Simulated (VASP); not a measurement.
Crystal: Fe.

```
CELL_PARAMETERS angstrom
-1.44300 1.44300 1.44300
1.44300 -1.44300 1.44300
1.44300 1.44300 -1.44300
ATOMIC_POSITIONS crystal
Fe 0.00000 0.00000 0.00000
```

```yaml
Program: VASP 6.6.1
Task: relaxation of cell and atoms
Functional: PBE
Dispersion: D4
Potentials_or_basis: VASP PAW PBE potentials, release 64 (Fe)
Cutoff: 600 eV
k_mesh: 13 × 13 × 13
Occupations: fermi-dirac, width 0.05 eV
Spin: collinear spin, ferromagnetic start
Starting_moments: "[3.0] μB"
```

At the start: pressure -13.8 GPa; volume 12.02 Å³/atom.

Task: How do energy, volume and symmetry change on relaxing?

Result: Over 3 steps the energy falls by 48.1 meV/atom and the volume is 11.03 Å³/atom (-8.2 %); space group Im-3m (No. 229, to 0.05 Å); moment 2.10 μB per cell.

Step by step:
| step | energy change (eV) | largest force (eV/Å) | pressure (GPa) | volume (Å³) |
| --- | --- | --- | --- | --- |
| 1 | 0.0000 | 0.0000 | -13.82 | 12.02 |
| 2 | -0.0120 | 0.0000 | 17.07 | 10.30 |
| 3 | -0.0481 | 0.0000 | -0.09 | 11.03 |

Final structure:
```
CELL_PARAMETERS angstrom
-1.40245 1.40245 1.40245
1.40245 -1.40245 1.40245
1.40245 1.40245 -1.40245
ATOMIC_POSITIONS crystal
Fe 0.00000 0.00000 0.00000
```

Caveat: pairwise dispersion overbinds metals, which lowers pressure and volume.
